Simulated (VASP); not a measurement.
# Si (P2_12_12_1) in VASP: further runs, part 2 of 2

VASP 6.6.1. The steps go on from the part before.

### 3 Single point, PBE (atoms displaced along a vibrational mode, the cell strained)

Contents of INCAR:

```
ALGO = Normal
EDIFF = 1E-7
ENCUT = 520
GGA = PE
ISIF = 2
ISMEAR = 0
LASPH = True
LCHARG = False
LREAL = False
LWAVE = False
NBANDS = 16
NELM = 100
PREC = Accurate
SIGMA = 0.05
```

Contents of KPOINTS:

```
k-points
0
Gamma
  8 8 6
```

Contents of POSCAR:

```
Si
1.0
    0.0000000000     -2.7574592735     -2.7574592735
    0.0000000000      2.7574592735     -2.7574592735
    5.5149185470      0.0000000000      0.0000000000
Si
4
Direct
    0.5039640536      0.5145972412      0.0000000000
   -0.0039640536     -0.0145972412      0.5000000000
    1.0039640536      0.4854027588      0.2500000000
    0.4960359464      0.0145972412      0.7500000000
```

Potentials or basis: VASP PAW PBE potentials, release 64 (Si).

Launch:

```bash
> cat potpaw_PBE.64/Si/POTCAR > POTCAR
> mpirun -np 1 vasp_std > vasp.out
```

OUTCAR:

```text
EDIFF = 1E-7
   ENCUT = 520
   GGA = PE
   ISIF = 2
   ISMEAR = 0
   LASPH = True
   LREAL = False
   NELM = 100
   PREC = Accurate

 ion  position               nearest neighbor table
   1  0.504  0.515  0.000-   4 2.39   4 2.39   3 2.39   3 2.39
   2  0.996  0.985  0.500-   3 2.39   3 2.39   4 2.39   4 2.39
   3  0.004  0.485  0.250-   2 2.39   2 2.39   1 2.39   1 2.39
   4  0.496  0.015  0.750-   1 2.39   1 2.39   2 2.39   2 2.39

  LATTYP: Found a simple tetragonal cell.
 ALAT       =     3.8996363023
 C/A-ratio  =     1.4142135624

  Lattice vectors:

 A1 = (   0.0000000000,  -2.7574592735,  -2.7574592735)
 A2 = (   0.0000000000,   2.7574592735,  -2.7574592735)
 A3 = (   5.5149185470,   0.0000000000,   0.0000000000)

Analysis of symmetry for initial positions (statically):
=====================================================================
 Subroutine PRICEL returns:
 Original cell was already a primitive cell.

 Routine SETGRP: Setting up the symmetry group for a
 simple tetragonal supercell.

 Subroutine GETGRP returns: Found  4 space group operations
 (whereof  1 operations were pure point group operations)
 out of a pool of 16 trial point group operations.

The static configuration has the point symmetry C_1 .
 The point group associated with its full space group is D_2 .

Analysis of symmetry for dynamics (positions and initial velocities):
=====================================================================
 Subroutine PRICEL returns:
 Original cell was already a primitive cell.

 Routine SETGRP: Setting up the symmetry group for a
 simple tetragonal supercell.

 Subroutine GETGRP returns: Found  4 space group operations
 (whereof  1 operations were pure point group operations)
 out of a pool of 16 trial point group operations.

The dynamic configuration has the point symmetry C_1 .
 The point group associated with its full space group is D_2 .

 Subroutine INISYM returns: Found  4 space group operations
 (whereof  1 operations are pure point group operations),
 and found     1 'primitive' translations

----------------------------------------------------------------------------------------

                                     Primitive cell

  volume of cell :      83.8663

  direct lattice vectors                    reciprocal lattice vectors
     0.000000000 -2.757459273 -2.757459273     0.000000000 -0.181326341 -0.181326341
     0.000000000  2.757459273 -2.757459273     0.000000000  0.181326341 -0.181326341
     5.514918547  0.000000000  0.000000000     0.181326341  0.000000000  0.000000000

  length of vectors
     3.899636302  3.899636302  5.514918547     0.256434170  0.256434170  0.181326341

  position of ions in fractional coordinates (direct lattice)
     0.503964054  0.514597241  0.000000000
     0.996035946  0.985402759  0.500000000
     0.003964054  0.485402759  0.250000000
     0.496035946  0.014597241  0.750000000

  ion indices of the primitive-cell ions
   primitive index   ion index
                 1           1
                 2           2
                 3           3
[... 25 lines left out ...]

 Found    100 irreducible k-points:

 Following reciprocal coordinates:
            Coordinates               Weight
  0.000000  0.000000  0.000000      1.000000
  0.125000  0.000000  0.000000      2.000000
  0.000000  0.125000  0.000000      2.000000
  0.250000  0.000000  0.000000      2.000000
  0.000000  0.250000  0.000000      2.000000
  0.375000  0.000000  0.000000      2.000000
[... 16 lines left out ...]
  0.500000  0.375000  0.000000      2.000000
 -0.375000  0.500000  0.000000      2.000000
 [... further k-points ...]
   k-points           NKPTS =    100   k-points in BZ     NKDIM =    100   number of bands    NBANDS=     16
   number of dos      NEDOS =    301   number of ions     NIONS =      4
   total plane-waves  NPLWV =  37800
   dimension x,y,z NGX =    30 NGY =   30 NGZ =   42
   dimension x,y,z NGXF=    60 NGYF=   60 NGZF=   84
   ions per type =               4
   NGX,Y,Z   is equivalent  to a cutoff of  12.79, 12.79, 12.66 a.u.
   NGXF,Y,Z  is equivalent  to a cutoff of  25.58, 25.58, 25.32 a.u.
 SYSTEM =  unknown system
   PREC   = accura    normal or accurate (medium, high low for compatibility)
   ISTART =      0    job   : 0-new  1-cont  2-samecut
   ICHARG =      2    charge: 1-file 2-atom 10-const
   ISPIN  =      1    spin polarized calculation?
   LNONCOLLINEAR =      F non collinear calculations
   LSORBIT =      F    spin-orbit coupling
   LASPH  =      T    aspherical Exc in radial PAW
   ENCUT  =  520.0 eV  38.22 Ry    6.18 a.u.   7.25  7.25 10.25*2*pi/ulx,y,z
   NELM   =    100;   NELMIN=  2; NELMDL= -5     # of ELM steps
   EDIFF  = 0.1E-06   stopping-criterion for ELM
   LREAL  =      F    real-space projection
   EDIFFG = 0.1E-05   stopping-criterion for IOM
   NSW    =      0    number of steps for IOM
   IBRION =     -1    ionic relax: 0-MD 1-quasi-New 2-CG
   NFREE  =      0    steps in history (QN), initial steepest desc. (CG)
   ISIF   =      2    stress and relaxation
   ISYM   =      2    0-nonsym 1-usesym 2-fastsym
   POTIM  = 0.5000    time-step for ionic-motion
   TEBEG  =    0.0;   TEEND  =   0.0 temperature during run
   PSTRESS=    0.0 pullay stress
   NELECT =      16.0000    total number of electrons
   NUPDOWN=      -1.0000    fix difference up-down
   EMIN   =  10.00;   EMAX   =-10.00  energy-range for DOS
   EFERMI =   0.00;   METHOD = LEGACY
   ISMEAR =     0;   SIGMA  =   0.05  broadening in eV -4-tet -1-fermi 0-gaus
   EFERMI_NEDOS =   21; number of points for ismear=-14 and -15
   IALGO  =     38    algorithm
   IMIX   =      4    mixing-type and parameters
     AMIX     =   0.40;   BMIX     =  1.00
     AMIX_MAG =   1.60;   BMIX_MAG =  1.00
  volume/ion in A,a.u.               =      20.97       141.49
  Fermi-wavevector in a.u.,A,eV,Ry     =   0.942437  1.780948 12.084528  0.888188
  Thomas-Fermi vector in A             =   2.070046
   LORBIT       =      0    0 simple, 1 ext, 2 COOP (PROOUT), +10 PAW based schemes
   GGA     = PE    functional components
   LHFCALC =     F    Hartree Fock is set to
   AEXX    =    0.0000 exact exchange contribution
   IVDW    =     0    specifies the selected vdW correction
   LEPSILON=     F    determine dielectric tensor
   LRPA    =     F    only Hartree local field effects (RPA)
 non-spin polarized calculation
 Gauss-broadening in eV      SIGMA  =   0.05
  energy-cutoff  :      520.00
  volume of cell :       83.87
 maximum number of plane-waves:      2316
 NGX is ok and might be reduce to    30
   NGX = 15   NGY = 15   NGZ = 21

 number of electron      15.9999999 magnetization

 Free energy of the ion-electron system (eV)
  ---------------------------------------------------
  ext. energy  EPLUGINS =         0.00000000
  ---------------------------------------------------
  free energy    TOTEN  =       -21.66638049 eV

  energy without entropy =      -21.66638049  energy(sigma->0) =      -21.66638049

 E-fermi :   5.5900     XC(G=0):  -9.2323

 val. band max:        5.3821820252   @ k =   0.0000   0.0000   0.0000
 cond. band min:       6.0480028906   @ k =   0.0000   0.0000   0.1667
 fundamental gap:      0.6658208654
 Fermi energy:         5.5899832749

 k-point     1 :       0.0000    0.0000    0.0000
  band No.  band energies     occupation
      1      -6.2745      2.00000
      2      -2.3003      2.00000
      3      -2.2888      2.00000
      4       2.6421      2.00000
      5       2.6509      2.00000
      6       5.3093      2.00000
[... 433 lines left out ...]
      3      -1.3395      2.00000
      4      -1.3395      2.00000
      5       2.4942      2.00000
      6       2.4942      2.00000
[... 8 lines left out ...]
     15      14.2968      0.00000
     16      14.2968      0.00000

 [... further k-points ...]

------------------------ aborting loop because EDIFF is reached ----------------------------------------

  FORCE on cell =-STRESS in cart. coord.  units (eV):
  Direction    XX          YY          ZZ          XY          YZ          ZX
  --------------------------------------------------------------------------------------
  -------------------------------------------------------------------------------------
  Total       -1.1911936     -1.1644968     -1.1644968      0.0000000     -0.0193202      0.0000000
  in kB      -22.7565090    -22.2464936    -22.2464936      0.0000000     -0.3690919      0.0000000
  external PRESSURE =     -22.4164987 kB  Pullay stress =       0.0000000 kB

 VOLUME and BASIS-vectors are now :
 -----------------------------------------------------------------------------
  energy-cutoff  :      520.00
  volume of cell :       83.87
      direct lattice vectors                 reciprocal lattice vectors
     0.000000000 -2.757459273 -2.757459273     0.000000000 -0.181326341 -0.181326341
     0.000000000  2.757459273 -2.757459273     0.000000000  0.181326341 -0.181326341
     5.514918547  0.000000000  0.000000000     0.181326341  0.000000000  0.000000000

 POSITION                                       TOTAL-FORCE (eV/Angst)
 -----------------------------------------------------------------------------------
      0.00000      0.02932     -2.80864         0.024736     -0.071879      0.123657
      2.75746     -0.02932     -5.46374         0.024736      0.071879     -0.123657
      1.37873      1.32755     -1.34941        -0.024736      0.123657     -0.071879
      4.13619     -1.32755     -1.40805        -0.024736     -0.123657      0.071879
 -----------------------------------------------------------------------------------
    total drift:                                0.000000      0.000000     -0.000000

  FREE ENERGIE OF THE ION-ELECTRON SYSTEM (eV)
  ---------------------------------------------------
  free  energy   TOTEN  =       -21.6663804878 eV

  energy  without entropy=      -21.6663804878  energy(sigma->0) =      -21.66638049
```

Run time: 73 s. Hardware: 1 thread of AMD EPYC 9R45 (Zen 5), shared host; peak memory 0.2 GiB.

Results:

```
Free energy            : -21.6664 eV
Pressure               : -2.2 GPa
Largest force          : 0.145 eV/Å
Band gap on the k mesh : 0.67 eV
```

Forces in eV/Å, atoms in the order of the input:
```
Si   0.025 -0.072  0.124
Si   0.025  0.072 -0.124
Si  -0.025  0.124 -0.072
Si  -0.025 -0.124  0.072
```

Levels at points of the mesh, in eV from the valence-band top:
| k point | band 4 | band 5 | band 6 | band 7 | band 8 | band 9 | band 10 | band 11 | band 12 | band 13 |
| --- | --- | --- | --- | --- | --- | --- | --- | --- | --- | --- |
| (0.00, 0.00, 0.00) | -2.74 | -2.73 | -0.07 | 0.00 | 0.00 | 0.79 | 0.84 | 2.53 | 2.54 | 2.54 |
| (0.50, 0.00, 0.00) | -5.40 | -3.58 | -3.58 | -1.29 | -1.29 | 2.40 | 2.40 | 4.67 | 4.67 | 5.01 |
| (0.00, 0.50, 0.00) | -5.41 | -3.59 | -3.59 | -1.27 | -1.27 | 2.41 | 2.41 | 4.68 | 4.68 | 5.00 |
| (0.50, 0.50, 0.00) | -7.68 | -2.74 | -2.74 | -2.73 | -2.73 | 0.77 | 0.77 | 0.78 | 0.78 | 9.70 |
| (0.00, 0.00, 0.50) | -3.53 | -1.82 | -1.82 | -1.81 | -1.81 | 1.16 | 1.16 | 3.09 | 3.09 | 5.60 |
| (0.50, 0.00, 0.50) | -6.76 | -1.17 | -1.17 | -1.16 | -1.16 | 1.36 | 1.36 | 3.34 | 3.34 | 3.34 |
| (0.00, 0.50, 0.50) | -6.77 | -1.17 | -1.17 | -1.16 | -1.16 | 1.36 | 1.36 | 3.34 | 3.34 | 3.36 |
| (0.50, 0.50, 0.50) | -7.53 | -3.67 | -3.67 | -3.67 | -3.67 | 4.24 | 4.24 | 4.24 | 4.24 | 4.84 |

Caveat: the cell differs from its parent crystal (atoms displaced along a vibrational mode, the cell strained).
